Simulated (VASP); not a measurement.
Write the native input for VASP 6.6.1 that does the following.

- Task: single point
- Functional: PBEsol
- Potentials or basis: VASP PAW PBE potentials, release 64 (Si, Be)
- Cutoff: 600 eV
- k mesh: 6 × 6 × 6
- Occupations: fermi-dirac, width 0.02 eV
- Spin: no spin polarisation
- Dipole correction: no
- Further INCAR settings: ALGO = Normal; EDIFF = 1e-06; NBANDS = 11

The structure of Be2Si lies in POSCAR:

```
Be2Si
1.0
    0.0000000000      2.6413830465      2.6413830465
    2.6413830465      0.0000000000      2.6413830465
    2.6413830465      2.6413830465      0.0000000000
Si Be
1 2
Direct
    0.0000000000      0.0000000000      0.0000000000
    0.2500000000      0.2500000000      0.2500000000
    0.7500000000      0.7500000000      0.7500000000
```

These files were run (other wordings do the same):

INCAR

```
  ALGO = Normal
  EDIFF = 1E-6
  ENCUT = 600
  GGA = PS
  GGA_COMPAT = F
  ISIF = 2
  ISMEAR = -1
  LASPH = T
  LCHARG = F
  LREAL = F
  LWAVE = F
  NBANDS = 11
  NELM = 120
  PREC = Accurate
  SIGMA = 0.02
```

KPOINTS

```
k-points
0
Gamma
  6 6 6
```

Potentials or basis: VASP PAW PBE potentials, release 64 (Si, Be).

Command:

```sh
$ cat potpaw_PBE.64/Si/POTCAR potpaw_PBE.64/Be/POTCAR > POTCAR
$ mpirun -np 1 vasp_std > vasp.out
```

It gave:

```
Pressure               : -1.1 GPa
Band gap on the k mesh : zero (bands 4 and 5 overlap by 0.61 eV)
```

Caveat: the PAW data sets were made with another functional, which shifts forces and pressure a little.

Run time: 5.3 s on 1 thread of AMD EPYC 9R45 96-Core Processor (Zen 5), with other jobs on the host, peak memory 0.13 GiB.
